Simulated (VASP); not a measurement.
# BiTe (Fm-3m) in VASP: settings compared

BiTe is run at these levels: HSE06, HF; tasks: relaxation of cell and atoms, single point.

All numbers are computed with VASP 6.6.1; they aren't measurements. Logs are shortened: lines on timing, memory, paths and dates and some standing lists are left out, and cuts for length are marked.

## Step 1: The cell of the first run

Symmetry: Fm-3m, No. 225, cubic system. The conventional cell has a = 6.470 Å, b = 6.470 Å, c = 6.470 Å, α = 90.00°, β = 90.00°, γ = 90.00°. Bi (site symmetry m-3m) has 6 Te at 3.23 Å within 4.3 Å. Te (site symmetry m-3m) has 6 Bi at 3.23 Å within 4.3 Å.

## Step 2: Relaxation of cell and atoms, HSE06

POSCAR

```
BiTe
1.0
    0.0000000000      3.2350000000      3.2350000000
    3.2350000000      0.0000000000      3.2350000000
    3.2350000000      3.2350000000      0.0000000000
Bi Te
1 1
Direct
    0.0000000000      0.0000000000      0.0000000000
    0.5000000000      0.5000000000      0.5000000000
```

INCAR.step1

```
SYSTEM = BiTe
PREC = Accurate
ENCUT = 600
EDIFF = 1E-5
ISMEAR = -1
SIGMA = 0.05
LREAL = .FALSE.
LASPH = .TRUE.
NELM = 60
ALGO = Normal
LWAVE = .TRUE.
LCHARG = .FALSE.
GGA = PE
NBANDS = 18
```

INCAR.step2

```
SYSTEM = BiTe
PREC = Accurate
ENCUT = 600
EDIFF = 1E-6
ISMEAR = -1
SIGMA = 0.05
LREAL = .FALSE.
LASPH = .TRUE.
NELM = 60
ALGO = Normal
ISIF = 3
LWAVE = .FALSE.
LCHARG = .FALSE.
GGA = PE
LHFCALC = .TRUE.
HFSCREEN = 0.2079
PRECFOCK = Normal
IBRION = 2
NSW = 60
EDIFFG = -0.01
ISTART = 1
```

KPOINTS

```
Automatic mesh
0
G
  4 4 4
  0 0 0
```

Potentials or basis: VASP PAW PBE potentials, release 64 (Bi_d, Te).

Command:

```console
$ cat potpaw_PBE.64/Bi_d/POTCAR potpaw_PBE.64/Te/POTCAR > POTCAR
$ cp INCAR.step1 INCAR
$ mpirun -np 1 vasp_std > vasp.out
$ cp INCAR.step2 INCAR
$ mpirun -np 1 vasp_std > vasp.out
```

OUTCAR:

```text
SYSTEM = BiTe
   PREC = Accurate
   ENCUT = 600
   EDIFF = 1E-6
   ISMEAR = -1
   LREAL = .FALSE.
   LASPH = .TRUE.
   NELM = 60
   ISIF = 3
   GGA = PE
   LHFCALC = .TRUE.
   HFSCREEN = 0.2079
   PRECFOCK = Normal
   IBRION = 2
   NSW = 60
   EDIFFG = -0.01
   ISTART = 1

 ion  position               nearest neighbor table
   1  0.000  0.000  0.000-   2 3.23   2 3.23   2 3.23   2 3.23   2 3.23   2 3.23
   2  0.500  0.500  0.500-   1 3.23   1 3.23   1 3.23   1 3.23   1 3.23   1 3.23

  LATTYP: Found a face centered cubic cell.
 ALAT       =     6.4700000000

  Lattice vectors:

 A1 = (   0.0000000000,   3.2350000000,   3.2350000000)
 A2 = (   3.2350000000,   0.0000000000,   3.2350000000)
 A3 = (   3.2350000000,   3.2350000000,   0.0000000000)

Analysis of symmetry for initial positions (statically):
=====================================================================
 Subroutine PRICEL returns:
 Original cell was already a primitive cell.

 Routine SETGRP: Setting up the symmetry group for a
 face centered cubic supercell.

 Subroutine GETGRP returns: Found 48 space group operations
 (whereof 48 operations were pure point group operations)
 out of a pool of 48 trial point group operations.

The static configuration has the point symmetry O_h .

Analysis of symmetry for dynamics (positions and initial velocities):
=====================================================================
 Subroutine PRICEL returns:
 Original cell was already a primitive cell.

 Routine SETGRP: Setting up the symmetry group for a
 face centered cubic supercell.

 Subroutine GETGRP returns: Found 48 space group operations
 (whereof 48 operations were pure point group operations)
 out of a pool of 48 trial point group operations.

The dynamic configuration has the point symmetry O_h .

 Subroutine INISYM returns: Found 48 space group operations
 (whereof 48 operations are pure point group operations),
 and found     1 'primitive' translations

----------------------------------------------------------------------------------------

                                     Primitive cell

  volume of cell :      67.7100

  direct lattice vectors                    reciprocal lattice vectors
     0.000000000  3.235000000  3.235000000    -0.154559505  0.154559505  0.154559505
     3.235000000  0.000000000  3.235000000     0.154559505 -0.154559505  0.154559505
     3.235000000  3.235000000  0.000000000     0.154559505  0.154559505 -0.154559505

  length of vectors
     4.574980874  4.574980874  4.574980874     0.267704916  0.267704916  0.267704916

  position of ions in fractional coordinates (direct lattice)
     0.000000000  0.000000000  0.000000000
     0.500000000  0.500000000  0.500000000

  ion indices of the primitive-cell ions
   primitive index   ion index
                 1           1
                 2           2

----------------------------------------------------------------------------------------

 KPOINTS: Automatic mesh

Automatic generation of k-mesh.
 Grid dimensions read from file:
 generate k-points for:    4    4    4

 Generating k-lattice:

  Cartesian coordinates                     Fractional coordinates (reciprocal lattice)
    -0.038639876  0.038639876  0.038639876     0.250000000  0.000000000  0.000000000
     0.038639876 -0.038639876  0.038639876     0.000000000  0.250000000  0.000000000
     0.038639876  0.038639876 -0.038639876     0.000000000  0.000000000  0.250000000

  Length of vectors
     0.066926229  0.066926229  0.066926229

  Shift w.r.t. Gamma in fractional coordinates (k-lattice)
     0.000000000  0.000000000  0.000000000

 Subroutine IBZKPT returns following result:
 ===========================================

 Found      8 irreducible k-points:

 Following reciprocal coordinates:
            Coordinates               Weight
  0.000000  0.000000  0.000000      1.000000
  0.250000  0.000000  0.000000      8.000000
  0.500000  0.000000  0.000000      4.000000
  0.250000  0.250000  0.000000      6.000000
  0.500000  0.250000  0.000000     24.000000
 -0.250000  0.250000  0.000000     12.000000
  0.500000  0.500000  0.000000      3.000000
 -0.250000  0.500000  0.250000      6.000000
   k-points           NKPTS =      8   k-points in BZ     NKDIM =     64   number of bands    NBANDS=     14
   number of dos      NEDOS =    301   number of ions     NIONS =      2
   total plane-waves  NPLWV =  64000
   dimension x,y,z NGX =    40 NGY =   40 NGZ =   40
   dimension x,y,z NGXF=    80 NGYF=   80 NGZF=   80
   ions per type =               1   1
   NGX,Y,Z   is equivalent  to a cutoff of  14.54, 14.54, 14.54 a.u.
   NGXF,Y,Z  is equivalent  to a cutoff of  29.07, 29.07, 29.07 a.u.
 SYSTEM =  BiTe
   PREC   = accura    normal or accurate (medium, high low for compatibility)
   ISTART =      1    job   : 0-new  1-cont  2-samecut
   ICHARG =      0    charge: 1-file 2-atom 10-const
   ISPIN  =      1    spin polarized calculation?
   LNONCOLLINEAR =      F non collinear calculations
   LSORBIT =      F    spin-orbit coupling
   LASPH  =      T    aspherical Exc in radial PAW
   ENCUT  =  600.0 eV  44.10 Ry    6.64 a.u.   9.14  9.14  9.14*2*pi/ulx,y,z
   NELM   =     60;   NELMIN=  2; NELMDL=  0     # of ELM steps
   EDIFF  = 0.1E-05   stopping-criterion for ELM
   LREAL  =      F    real-space projection
   EDIFFG = -.1E-01   stopping-criterion for IOM
   NSW    =     60    number of steps for IOM
   IBRION =      2    ionic relax: 0-MD 1-quasi-New 2-CG
   NFREE  =      1    steps in history (QN), initial steepest desc. (CG)
   ISIF   =      3    stress and relaxation
   ISYM   =      3    0-nonsym 1-usesym 2-fastsym
   POTIM  = 0.5000    time-step for ionic-motion
   TEBEG  =    0.0;   TEEND  =   0.0 temperature during run
   PSTRESS=    0.0 pullay stress
   NELECT =      21.0000    total number of electrons
   NUPDOWN=      -1.0000    fix difference up-down
   EMIN   =  10.00;   EMAX   =-10.00  energy-range for DOS
   EFERMI =   0.00;   METHOD = LEGACY
   ISMEAR =    -1;   SIGMA  =   0.05  broadening in eV -4-tet -1-fermi 0-gaus
   EFERMI_NEDOS =   21; number of points for ismear=-14 and -15
   IALGO  =     38    algorithm
   IMIX   =      1    mixing-type and parameters
     AMIX     =   0.40;   BMIX     =  1.00
     AMIX_MAG =   1.60;   BMIX_MAG =  1.00
  volume/ion in A,a.u.               =      33.86       228.46
  Fermi-wavevector in a.u.,A,eV,Ry     =   1.108146  2.094092 16.707785  1.227988
  Thomas-Fermi vector in A             =   2.244669
   LORBIT       =      0    0 simple, 1 ext, 2 COOP (PROOUT), +10 PAW based schemes
   GGA     = PE    functional components
   LHFCALC =     T    Hartree Fock is set to
   PRECFOCK=normal    Normal, Fast or Accurate (Low or Medium for compatibility)
   ENCUT4O =  -1.0   cutoff for four orbital integrals eV
   NKREDX  =     1    reduce k-point grid by
   NKREDY  =     1    reduce k-point grid by
   NKREDZ  =     1    reduce k-point grid by
   AEXX    =    0.2500 exact exchange contribution
   HFSCREEN=    0.2079 screening length (either q_TF or 0.3 A-1)
   HFSCREENC=   0.2079 screening length for correlation (either q_TF or 0.3 A-1)
   ENCUTFOCK=  -1.0 apply spherical cutoff to Coloumb kernel
   IVDW    =     0    specifies the selected vdW correction
   LEPSILON=     F    determine dielectric tensor
   LRPA    =     F    only Hartree local field effects (RPA)
 conjugate gradient relaxation of ions
 non-spin polarized calculation
  energy-cutoff  :      600.00
  volume of cell :       67.71
 maximum number of plane-waves:      2276
 NGX is ok and might be reduce to    40
  NGX = 28; NGY = 28; NGZ = 28

--------------------------------------- Ionic step        1  -------------------------------------------

 number of electron      21.0000002 magnetization

 Free energy of the ion-electron system (eV)
  ---------------------------------------------------
  ext. energy  EPLUGINS =         0.00000000
  ---------------------------------------------------
  free energy    TOTEN  =        -8.65922175 eV

  energy without entropy =       -8.64152252  energy(sigma->0) =       -8.65037213

------------------------ aborting loop because EDIFF is reached ----------------------------------------

  FORCE on cell =-STRESS in cart. coord.  units (eV):
  Direction    XX          YY          ZZ          XY          YZ          ZX
  --------------------------------------------------------------------------------------
  -------------------------------------------------------------------------------------
  Total       -0.6058220     -0.6058220     -0.6058220      0.0000000      0.0000000     -0.0000000
  in kB      -14.3351671    -14.3351671    -14.3351671      0.0000000      0.0000000     -0.0000000
  external PRESSURE =     -14.3351671 kB  Pullay stress =       0.0000000 kB
[... 89 lines left out ...]
  FREE ENERGIE OF THE ION-ELECTRON SYSTEM (eV)
  ---------------------------------------------------
  free  energy   TOTEN  =        -8.6680920539 eV

  energy  without entropy=       -8.6544901247  energy(sigma->0) =       -8.66129109

[... ionic steps 4 to 7 ...]

--------------------------------------- Ionic step        8  -------------------------------------------

 number of electron      21.0000002 magnetization

------------------------ aborting loop because EDIFF is reached ----------------------------------------

  FORCE on cell =-STRESS in cart. coord.  units (eV):
  Direction    XX          YY          ZZ          XY          YZ          ZX
  --------------------------------------------------------------------------------------
  -------------------------------------------------------------------------------------
  Total       -0.0311326     -0.0311326     -0.0311326      0.0000000      0.0000000      0.0000000
  in kB       -0.7578166     -0.7578166     -0.7578166      0.0000000      0.0000000      0.0000000
  external PRESSURE =      -0.7578166 kB  Pullay stress =       0.0000000 kB
[... 57 lines left out ...]
  energy  without entropy=       -8.6544833366  energy(sigma->0) =       -8.66128670

--------------------------------------- Ionic step       10  -------------------------------------------

 number of electron      21.0000002 magnetization

 Free energy of the ion-electron system (eV)
  ---------------------------------------------------
  ext. energy  EPLUGINS =         0.00000000
  ---------------------------------------------------
  free energy    TOTEN  =        -8.66809046 eV

  energy without entropy =       -8.65448325  energy(sigma->0) =       -8.66128685

 E-fermi :   6.9135     XC(G=0):  -7.9704

 val. band max:        6.7634398678   @ k =  -0.2500   0.2500   0.0000
 cond. band min:       6.9779775439   @ k =  -0.2500   0.2500   0.0000
 fundamental gap:      0.2145376761
 Fermi energy:         6.9135330042

 k-point     1 :       0.0000    0.0000    0.0000
  band No.  band energies     occupation
      1     -18.4425      2.00000
      2     -18.4425      2.00000
      3     -18.4326      2.00000
      4     -18.4326      2.00000
      5     -18.4326      2.00000
      6      -8.3258      2.00000
      7      -1.7802      2.00000
      8       3.8038      2.00000
      9       3.8038      2.00000
     10       3.8038      2.00000
     11       9.5095      0.00000
     12       9.5095      0.00000
     13       9.5095      0.00000
     14      11.9117      0.00000
[... 146 lines left out ...]
  FREE ENERGIE OF THE ION-ELECTRON SYSTEM (eV)
  ---------------------------------------------------
  free  energy   TOTEN  =        -8.6680904553 eV

  energy  without entropy=       -8.6544832486  energy(sigma->0) =       -8.66128685

 reached required accuracy - stopping structural energy minimisation
```

It took 78 min on 1 thread of Intel Xeon Platinum 8488C (Sapphire Rapids), shared host; peak memory 0.37 GiB.

Results:

* Free energy: -8.6681 eV
* Relaxed volume: 32.90 Å³/atom
* Relaxed cell: a = 4.531 Å, b = 4.531 Å, c = 4.531 Å, α = 60.00°, β = 60.00°, γ = 60.00°
* Space group after relaxing (to 0.1 Å): Fm-3m (No. 225)
* Energy gained by relaxing: 4.4 meV/atom
* Ionic steps: 10
* Pressure after relaxing: 0.0 GPa
* Band gap on the k mesh: zero (an odd number of electrons rules out a gap without spin polarisation)

The path:
```tsv
step	energy change (eV)	largest force (eV/Å)	pressure (GPa)	volume (Å³)
1	0.0000	0.0000	-1.43	67.71
2	-0.0063	0.0000	0.79	64.78
3	-0.0089	0.0000	0.21	65.79
4	-0.0087	0.0000	-0.10	66.03
5	-0.0088	0.0000	-0.21	65.95
6	-0.0088	0.0000	-0.16	65.87
7	-0.0089	0.0000	-0.09	65.83
8	-0.0089	0.0000	-0.08	65.82
9	-0.0089	0.0000	-0.07	65.79
10	-0.0089	0.0000	-0.04	65.79
```

Final structure:
```
Bi Te
1.0
     0.00000    3.20414    3.20414
     3.20414    0.00000    3.20414
     3.20414    3.20414    0.00000
Bi Te
1 1
Cartesian
  6.4083 3.2041 3.2041
  3.2041 3.2041 3.2041
```

Caveat: the k points lie up to 0.42 Å⁻¹ apart in the final cell, too coarse for converged energies and pressures of a metal; the PAW data sets were made with another functional, which shifts forces and pressure a little; spin-orbit coupling is left out, which moves the levels of the heavy elements; an odd number of electrons without spin polarisation forces a metal; a magnetic or distorted state may lie lower.

[end of part 1 of 2]

The gap in the log of VASP goes by the Fermi energy; the results here count the filled bands.